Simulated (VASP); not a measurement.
HfO2, 6 atoms in the cell. It takes space group Pmmn (No. 59, orthorhombic). The conventional cell has a = 3.571 Å, b = 3.658 Å, c = 5.260 Å, α = 90.00°, β = 90.00°, γ = 90.00°. Hf (site symmetry mm2) has 8 O at 2.06 to 2.45 Å within 2.7 Å. Within 2.8 Å of O (site symmetry mm2) lie 4 Hf at 2.08 to 2.40 Å and 6 O at 2.62 to 2.64 Å. Within 2.7 Å of O (site symmetry mm2) lie 4 Hf at 2.06 to 2.45 Å and 6 O at 2.62 to 2.64 Å. 

- Program: VASP 6.6.1
- Task: single point
- Functional: PBE
- Potentials or basis: VASP PAW PBE potentials, release 64 (Hf_pv, O)
- Cutoff: 520 eV
- k mesh: 6 × 6 × 4
- Occupations: gaussian, width 0.02 eV
- Spin: no spin polarisation
- Dipole correction: no
- Further INCAR settings: ALGO = Normal; EDIFF = 1e-06; NBANDS = 31

Potentials or basis: VASP PAW PBE potentials, release 64 (Hf_pv, O).

Command:

```console
$ cat potpaw_PBE.64/Hf_pv/POTCAR potpaw_PBE.64/O/POTCAR > POTCAR
$ mpirun -np 1 vasp_std > vasp.out
```

Hardware: 1 thread of AMD EPYC 9R45 96-Core Processor (Zen 5) (shared host).

Question: How long does it take, and how much memory?

Answer: It took 52 s on 1 thread of AMD EPYC 9R45 96-Core Processor (Zen 5), on a shared host, peak memory 0.2 GiB. Counts: scf iterations 14, k points 48.
